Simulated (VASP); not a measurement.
# SiC (Moissanite 6O SiC) in VASP: further runs, part 2 of 2

VASP 6.6.1. Earlier steps stand in the parts before.

## (3) Electric field gradients, PBE (volume scaled by 1.06)

The input, INCAR:

```
SYSTEM = SiC
PREC = Accurate
ENCUT = 520
EDIFF = 1E-8
ISMEAR = -1
SIGMA = 0.02
LREAL = .False.
LASPH = .True.
NELM = 100
ALGO = Normal
ISIF = 2
LWAVE = .False.
LCHARG = .False.
GGA = PE
LEFG = .True.
NBANDS = 36
```

The input, KPOINTS:

```
regular mesh
0
Gamma
  10 10 2
  0 0 0
```

The input, POSCAR:

```
SiC
1.0
    1.5690821724     -2.7198172038      0.0000000000
    1.5690821724      2.7198172038      0.0000000000
    0.0000000000      0.0000000000     15.4184831394
Si C
6 6
Direct
    0.1666620629      0.8333379371      0.8577214520
    0.8333379371      0.1666620629      0.3577214520
    0.5001149255      0.4998850745      0.5245066742
    0.4998850745      0.5001149255      0.0245066742
    0.8334420064      0.1665579936      0.6912249935
    0.1665579936      0.8334420064      0.1912249935
    0.5001800041      0.4998199959      0.6498136389
    0.4998199959      0.5001800041      0.1498136389
    0.1666200943      0.8333799057      0.9826819952
    0.8333799057      0.1666200943      0.4826819952
    0.8333969748      0.1666030252      0.8161912462
    0.1666030252      0.8333969748      0.3161912462
```

Potentials or basis: VASP PAW PBE potentials, release 64 (Si, C).

Launch:

```bash
$ cat potpaw_PBE.64/Si/POTCAR potpaw_PBE.64/C/POTCAR > POTCAR
$ mpirun -np 1 vasp_std > vasp.out
```

OUTCAR:

```text
SYSTEM = SiC
   PREC = Accurate
   ENCUT = 520
   EDIFF = 1E-8
   ISMEAR = -1
   LREAL = .False.
   LASPH = .True.
   NELM = 100
   ISIF = 2
   GGA = PE

 ion  position               nearest neighbor table
   1  0.167  0.833  0.858-  11 1.92  11 1.92  11 1.92   9 1.93   5 3.14   5 3.14   5 3.14   4 3.15
                             4 3.15   4 3.15
   2  0.833  0.167  0.358-  12 1.92  12 1.92  12 1.92  10 1.93   6 3.14   6 3.14   6 3.14   3 3.15
                             3 3.15   3 3.15
   3  0.500  0.500  0.525-  10 1.92  10 1.92  10 1.92   7 1.93   5 3.15   5 3.15   5 3.15   2 3.15
                             2 3.15   2 3.15
   4  0.500  0.500  0.025-   9 1.92   9 1.92   9 1.92   8 1.93   6 3.15   6 3.15   6 3.15   1 3.15
                             1 3.15   1 3.15
   5  0.833  0.167  0.691-   7 1.92   7 1.92   7 1.92  11 1.93   1 3.14   1 3.14   1 3.14   3 3.15
                             3 3.15   3 3.15
   6  0.167  0.833  0.191-   8 1.92   8 1.92   8 1.92  12 1.93   2 3.14   2 3.14   2 3.14   4 3.15
                             4 3.15   4 3.15
   7  0.500  0.500  0.650-   5 1.92   5 1.92   5 1.92   3 1.93
   8  0.500  0.500  0.150-   6 1.92   6 1.92   6 1.92   4 1.93
   9  0.167  0.833  0.983-   4 1.92   4 1.92   4 1.92   1 1.93
  10  0.833  0.167  0.483-   3 1.92   3 1.92   3 1.92   2 1.93
  11  0.833  0.167  0.816-   1 1.92   1 1.92   1 1.92   5 1.93
  12  0.167  0.833  0.316-   2 1.92   2 1.92   2 1.92   6 1.93

  LATTYP: Found a base centered orthorhombic cell.
 ALAT       =     3.1381643448
[... 1200 lines left out ...]
   6      -1.295    -1.253     2.549     0.000     0.000     0.078
   7      -1.083    -0.951     2.034    -0.000     0.000    -0.002
   8      -1.083    -0.951     2.034     0.000    -0.000     0.002
   9      -0.385    -0.256     0.640     0.000     0.000    -0.005
  10      -0.385    -0.256     0.640    -0.000     0.000     0.005
  11      -0.218    -0.090     0.308    -0.000     0.000    -0.005
  12      -0.218    -0.090     0.308     0.000     0.000     0.005
---------------------------------------------------------------------

 Electric field gradients after diagonalization (V/A^2)
 (convention: |V_zz| > |V_xx| > |V_yy|)
----------------------------------------------------------------------
 ion       V_xx      V_yy      V_zz     asymmetry (V_yy - V_xx)/ V_zz
----------------------------------------------------------------------
   1      -1.049    -1.007     2.055       0.020
   2      -1.049    -1.007     2.055       0.020
   3       0.230     0.178    -0.408       0.128
   4       0.230     0.178    -0.408       0.128
   5      -1.295    -1.255     2.550       0.016
   6      -1.295    -1.255     2.550       0.016
   7      -1.083    -0.951     2.034       0.065
   8      -1.083    -0.951     2.034       0.065
   9      -0.385    -0.256     0.640       0.202
  10      -0.385    -0.256     0.640       0.202
  11      -0.218    -0.090     0.308       0.416
  12      -0.218    -0.090     0.308       0.416
----------------------------------------------------------------------

           NMR quadrupolar parameters

 Cq : quadrupolar parameter    Cq=e*Q*V_zz/h
 eta: asymmetry parameters     (V_yy - V_xx)/ V_zz
 Q  : nuclear electric quadrupole moment in mb (millibarn)
----------------------------------------------------------------------
 ion       Cq(MHz)       eta       Q (mb)
----------------------------------------------------------------------
   1       0.005       0.020       1.000
   2       0.005       0.020       1.000
   3      -0.001       0.128       1.000
   4      -0.001       0.128       1.000
   5       0.006       0.016       1.000
   6       0.006       0.016       1.000
   7       0.005       0.065       1.000
   8       0.005       0.065       1.000
   9       0.002       0.202       1.000
  10       0.002       0.202       1.000
  11       0.001       0.416       1.000
  12       0.001       0.416       1.000
----------------------------------------------------------------------
```

Wall time 5.2 min (1 thread of Intel Xeon Platinum 8175M at 2.50GHz (Skylake/Cascade Lake), shared host); peak memory 0.38 GiB.

What came out:

| Property | Result |
| --- | --- |
| Free energy | -90.2185 eV |
| Pressure | -8.6 GPa |
| Largest force | 0.019 eV/Å |
| Band gap on the k mesh | 2.03 eV, indirect (least direct gap 3.12 eV) |

Forces in eV/Å, atoms in the order of the input:
```
Si   0.000 -0.001  0.000
Si   0.000  0.001  0.000
Si   0.000  0.001 -0.019
Si   0.000 -0.001 -0.019
Si   0.000 -0.001  0.003
Si   0.000  0.001  0.003
C    0.000  0.001  0.012
C    0.000 -0.001  0.012
C    0.000  0.001  0.002
C    0.000 -0.001  0.002
C    0.000  0.001  0.002
C    0.000 -0.001  0.002
```

Levels at points of the mesh, in eV from the valence-band top:
| k point | band 20 | band 21 | band 22 | band 23 | band 24 | band 25 | band 26 | band 27 | band 28 | band 29 |
| --- | --- | --- | --- | --- | --- | --- | --- | --- | --- | --- |
| (0.00, 0.00, 0.00) | -0.30 | -0.30 | -0.05 | -0.01 | 0.00 | 4.69 | 4.86 | 5.24 | 5.63 | 5.74 |
| (0.50, 0.00, 0.00) | -2.21 | -1.76 | -1.74 | -1.62 | -1.09 | 2.03 | 2.19 | 3.11 | 3.77 | 4.43 |
| (0.50, 0.50, 0.00) | -2.21 | -1.75 | -1.73 | -1.62 | -1.08 | 2.04 | 2.20 | 3.12 | 3.77 | 4.43 |
| (0.00, 0.00, 0.50) | -0.63 | -0.10 | -0.10 | -0.09 | -0.09 | 4.75 | 4.75 | 5.48 | 5.48 | 6.02 |
| (0.50, 0.00, 0.50) | -2.28 | -1.68 | -1.68 | -1.29 | -1.29 | 2.06 | 2.06 | 3.33 | 3.33 | 4.53 |
| (0.50, 0.50, 0.50) | -2.27 | -1.68 | -1.68 | -1.28 | -1.28 | 2.06 | 2.06 | 3.34 | 3.34 | 4.54 |

Electric field gradients, principal values (V/Å²):
```tsv
atom	least	middle	greatest (by size)
1 Si	-1.007	-1.049	2.055
2 Si	-1.007	-1.049	2.055
3 Si	0.178	0.230	-0.408
4 Si	0.178	0.230	-0.408
5 Si	-1.255	-1.295	2.550
6 Si	-1.255	-1.295	2.550
7 C	-0.951	-1.083	2.034
8 C	-0.951	-1.083	2.034
9 C	-0.256	-0.385	0.640
10 C	-0.256	-0.385	0.640
11 C	-0.090	-0.218	0.308
12 C	-0.090	-0.218	0.308
```

Caveat: without QUAD_EFG the Cq values of the log hold for a quadrupole moment of 1 mb, not for the nuclei. A k mesh can miss the band edges.

## (4) Electric field gradients, PBE (atom 6 (Si) moved by 0.05 Å)

The input, INCAR:

```
ALGO = Normal
EDIFF = 1E-8
ENCUT = 520
GGA = PE
ISIF = 2
ISMEAR = -1
LASPH = T
LCHARG = F
LEFG = T
LREAL = F
LUSENCCL = F
LWAVE = F
NBANDS = 36
NELM = 100
PREC = Accurate
SIGMA = 0.02
```

The input, KPOINTS:

```
k-points
0
Gamma
  10 10 2
```

POSCAR: that of step 3 with these lines changed.

```diff
@@ -2,5 +2,5 @@
 1.0
-    1.5690821724     -2.7198172038      0.0000000000
-    1.5690821724      2.7198172038      0.0000000000
-    0.0000000000      0.0000000000     15.4184831394
+    1.5389000000     -2.6675000000      0.0000000000
+    1.5389000000      2.6675000000      0.0000000000
+    0.0000000000      0.0000000000     15.1219000000
 Si C
@@ -13,3 +13,3 @@
     0.8334420064      0.1665579936      0.6912249935
-    0.1665579936      0.8334420064      0.1912249935
+    0.1580440531      0.8164182252      0.1898362791
     0.5001800041      0.4998199959      0.6498136389
```

Potentials or basis: VASP PAW PBE potentials, release 64 (Si, C).

Launch:

```bash
$ cat potpaw_PBE.64/Si/POTCAR potpaw_PBE.64/C/POTCAR > POTCAR
$ mpirun -np 1 vasp_std > vasp.out
```

OUTCAR:

```text
EDIFF = 1E-8
   ENCUT = 520
   GGA = PE
   ISIF = 2
   ISMEAR = -1
   LASPH = T
   LREAL = F
   NELM = 100
   PREC = Accurate

 ion  position               nearest neighbor table
   1  0.167  0.833  0.858-  11 1.89  11 1.89  11 1.89   9 1.89   5 3.08   5 3.08   5 3.08   4 3.09
                             4 3.09   4 3.09
   2  0.833  0.167  0.358-  12 1.89  12 1.89  12 1.89  10 1.89   6 3.07   3 3.09   3 3.09   3 3.09
                             6 3.11   6 3.11
   3  0.500  0.500  0.525-  10 1.89  10 1.89  10 1.89   7 1.89   5 3.08   5 3.08   5 3.09   2 3.09
                             2 3.09   2 3.09
   4  0.500  0.500  0.025-   9 1.89   9 1.89   9 1.89   8 1.89   6 3.05   6 3.06   1 3.09   1 3.09
                             1 3.09   6 3.09
   5  0.833  0.167  0.691-   7 1.88   7 1.88   7 1.89  11 1.89   1 3.08   1 3.08   1 3.08   3 3.08
                             3 3.08   3 3.09
   6  0.158  0.816  0.190-   8 1.86   8 1.86  12 1.91   8 1.92   4 3.05   4 3.06   2 3.07   4 3.09
                             2 3.11   2 3.11
   7  0.500  0.500  0.650-   5 1.88   5 1.88   5 1.89   3 1.89
   8  0.500  0.500  0.150-   6 1.86   6 1.86   4 1.89   6 1.92
[... 1221 lines left out ...]
   3      -0.140    -0.045     0.185       0.513
   4       0.235     0.120    -0.355       0.323
   5      -1.601    -1.564     3.165       0.012
   6      13.227     0.769   -13.996       0.890
   7      -1.117    -0.982     2.099       0.065
   8      -1.372    -0.949     2.321       0.182
   9      -0.344    -0.177     0.521       0.319
  10      -0.363    -0.206     0.569       0.276
  11      -0.175    -0.044     0.218       0.600
  12      -0.964    -0.829     1.793       0.075
----------------------------------------------------------------------

           NMR quadrupolar parameters

 Cq : quadrupolar parameter    Cq=e*Q*V_zz/h
 eta: asymmetry parameters     (V_yy - V_xx)/ V_zz
 Q  : nuclear electric quadrupole moment in mb (millibarn)
----------------------------------------------------------------------
 ion       Cq(MHz)       eta       Q (mb)
----------------------------------------------------------------------
   1       0.007       0.016       1.000
   2       0.007       0.261       1.000
   3       0.000       0.513       1.000
   4      -0.001       0.323       1.000
   5       0.008       0.012       1.000
   6      -0.034       0.890       1.000
   7       0.005       0.065       1.000
   8       0.006       0.182       1.000
   9       0.001       0.319       1.000
  10       0.001       0.276       1.000
  11       0.001       0.600       1.000
  12       0.004       0.075       1.000
----------------------------------------------------------------------
```

OSZICAR:

```text
N       E                     dE             d eps       ncg     rms          rms(c)
DAV:   1     0.121941425145E+03    0.12194E+03   -0.21763E+04  7488   0.120E+03
DAV:   2    -0.898154413526E+02   -0.21176E+03   -0.19900E+03  9700   0.210E+02
DAV:   3    -0.101289703791E+03   -0.11474E+02   -0.11394E+02  9864   0.462E+01
DAV:   4    -0.101460992542E+03   -0.17129E+00   -0.17094E+00  9560   0.650E+00
DAV:   5    -0.101464624976E+03   -0.36324E-02   -0.36297E-02  9528   0.902E-01    0.216E+01
DAV:   6    -0.906252520780E+02    0.10839E+02   -0.31917E+01  9204   0.209E+01    0.965E+00
DAV:   7    -0.903762940890E+02    0.24896E+00   -0.32059E+00  9792   0.681E+00    0.413E+00
DAV:   8    -0.903315224150E+02    0.44772E-01   -0.19725E-01  9028   0.178E+00    0.128E+00
DAV:   9    -0.903270025037E+02    0.45199E-02   -0.28543E-02  9360   0.782E-01    0.183E-01
DAV:  10    -0.903276889677E+02   -0.68646E-03   -0.22688E-03  9320   0.205E-01    0.957E-02
DAV:  11    -0.903278382356E+02   -0.14927E-03   -0.30300E-04  8704   0.952E-02    0.195E-02
DAV:  12    -0.903278391125E+02   -0.87693E-06   -0.11916E-05  9856   0.164E-02    0.878E-03
DAV:  13    -0.903278405808E+02   -0.14683E-05   -0.23192E-06  8956   0.713E-03    0.282E-03
DAV:  14    -0.903278410007E+02   -0.41985E-06   -0.18099E-07  9884   0.234E-03    0.123E-03
DAV:  15    -0.903278411960E+02   -0.19532E-06   -0.78470E-08  8748   0.132E-03    0.827E-04
DAV:  16    -0.903278412599E+02   -0.63892E-07   -0.38793E-09  5484   0.374E-04    0.495E-04
DAV:  17    -0.903278412323E+02    0.27573E-07   -0.52551E-09  5224   0.322E-04    0.783E-05
DAV:  18    -0.903278412334E+02   -0.11108E-08   -0.56229E-10  5004   0.148E-04
   1 F= -.90327841E+02 E0= -.90327841E+02  d E =-.140507E-10
```

stdout:

```text
Offloading initialized ...    1 GPUs detected
 POSCAR found type information on POSCAR SiC
 POSCAR found :  2 types and      12 ions
 scaLAPACK will be used selectively (only on CPU)
 LDA part: xc-table for (Slater+PW92), standard interpolation
 POSCAR, INCAR and KPOINTS ok, starting setup
 FFT: planning ... GRIDC
 FFT: planning ... GRID_SOFT
 FFT: planning ... GRID
 WAVECAR not read
 entering main loop
ion   1
     0.0000353     0.0000401     0.0067586    -0.1421623    -0.0003389     0.0012264
     0.0000487     0.0000401     0.0067586    -0.1421623    -0.0003389     0.0012264
     0.0000670     0.0000401     0.0067586    -0.1421623    -0.0003389     0.0012264
     0.0000923     0.0000401     0.0067586    -0.1421623    -0.0003389     0.0012264

     0.0000353     0.0006641     0.0722999    -2.1256199    -0.0042733     0.0261439
     0.0000487     0.0006641     0.0722998    -2.1256176    -0.0042733     0.0261438
     0.0000670     0.0006641     0.0722997    -2.1256138    -0.0042733     0.0261438
     0.0000923     0.0006641     0.0722995    -2.1256075    -0.0042733     0.0261437
[... 100 lines left out ...]
ion  11
     0.0000266     0.0012151     0.0068581    -0.1428070     0.0019306     0.0380007
     0.0000367     0.0012151     0.0068581    -0.1428070     0.0019306     0.0380007
     0.0000505     0.0012151     0.0068581    -0.1428070     0.0019306     0.0380007
     0.0000695     0.0012151     0.0068581    -0.1428070     0.0019306     0.0380007

     0.0000266     0.0020699     0.0101500    -0.2332249     0.0032869     0.0652372
     0.0000367     0.0020699     0.0101500    -0.2332249     0.0032869     0.0652372
     0.0000505     0.0020699     0.0101500    -0.2332249     0.0032869     0.0652372
     0.0000695     0.0020699     0.0101500    -0.2332248     0.0032869     0.0652372

io
```

Run time: 5.2 min. Hardware: 1 × NVIDIA H100 80GB with 1 thread of AMD EPYC 7R13 (Zen 3), shared host; peak memory 1.5 GiB.

Results:

```yaml
Free_energy: -90.3278 eV
Pressure: 3.2 GPa
Largest_force: 1.113 eV/Å
Band_gap_on_the_k_mesh: 1.99 eV, indirect (least direct gap 3.13 eV)
```

Forces in eV/Å, atoms in the order of the input:
```
Si  -0.001 -0.001 -0.036
Si  -0.013 -0.007 -0.084
Si   0.001  0.001 -0.035
Si  -0.013 -0.007 -0.080
Si   0.000  0.000 -0.033
Si   0.767  0.442  0.674
C   -0.001 -0.001  0.033
C   -0.646 -0.372 -0.292
C    0.000  0.000  0.019
C   -0.009 -0.005  0.036
C    0.000  0.000  0.033
C   -0.085 -0.049 -0.237
```

Stress tensor (GPa, compression positive):
```
 3.44 -0.38  0.25
-0.38  3.58  0.14
 0.25  0.14  2.59
```

Levels at points of the mesh, in eV from the valence-band top:
```
           k point  band 22  band 23  band 24  band 25  band 26  band 27
(0.00, 0.00, 0.00)    -0.07    -0.05     0.00     5.12     5.31     5.76
(0.50, 0.00, 0.00)    -1.81    -1.69    -1.13     2.00     2.19     3.16
(0.00, 0.50, 0.00)    -1.82    -1.68    -1.16     1.99     2.19     3.13
(0.50, 0.50, 0.00)    -1.80    -1.69    -1.12     2.00     2.20     3.17
(0.00, 0.00, 0.50)    -0.13    -0.10    -0.08     5.15     5.26     5.95
(0.50, 0.00, 0.50)    -1.71    -1.37    -1.31     2.00     2.08     3.36
(0.00, 0.50, 0.50)    -1.71    -1.42    -1.32     2.00     2.08     3.32
(0.50, 0.50, 0.50)    -1.71    -1.36    -1.30     2.01     2.08     3.37
```

Electric field gradients, principal values (V/Å²):
```csv
atom,least,middle,greatest (by size)
1 Si,-1.338,-1.381,2.719
2 Si,-1.031,-1.761,2.793
3 Si,-0.045,-0.140,0.185
4 Si,0.120,0.235,-0.355
5 Si,-1.564,-1.601,3.165
6 Si,0.769,13.227,-13.996
7 C,-0.982,-1.117,2.099
8 C,-0.949,-1.372,2.321
9 C,-0.177,-0.344,0.521
10 C,-0.206,-0.363,0.569
11 C,-0.044,-0.175,0.218
12 C,-0.829,-0.964,1.793
```

Caveat: the cell differs from its parent crystal (atom 6 (Si) moved by 0.05 Å); without QUAD_EFG the Cq values of the log hold for a quadrupole moment of 1 mb, not for the nuclei; forces of over 1 eV/Å act on the atoms, so gaps and moduli don't describe the material at rest.

## (5) Summary

```csv
cell,gap on the mesh (eV),pressure (GPa),largest force (eV/Å)
"a = 3.120, b = 3.120, c = 15.321 Å, angles 90.0, 90.0, 120.0°, 12 atoms",2.03,-5.0,0.01
"a = 3.140, b = 3.140, c = 15.418 Å, angles 90.0, 90.0, 120.0°, 12 atoms",2.03,-8.6,0.02
"a = 3.080, b = 3.080, c = 15.122 Å, angles 90.0, 90.0, 120.0°, 12 atoms",1.99,3.2,1.11
```

Alike in all rows: task electric field gradients; level PBE; potentials or basis VASP PAW PBE potentials, release 64 (Si, C); no spin polarisation; k mesh 10 × 10 × 2; cutoff (eV) 520; smearing fermi-dirac 0.02 eV.

Caveats: forces of over 1 eV/Å act on the atoms, so gaps and moduli don't describe the material at rest (some runs).

Total energies depend on the potentials used, so only differences within one code and one set of settings carry meaning.
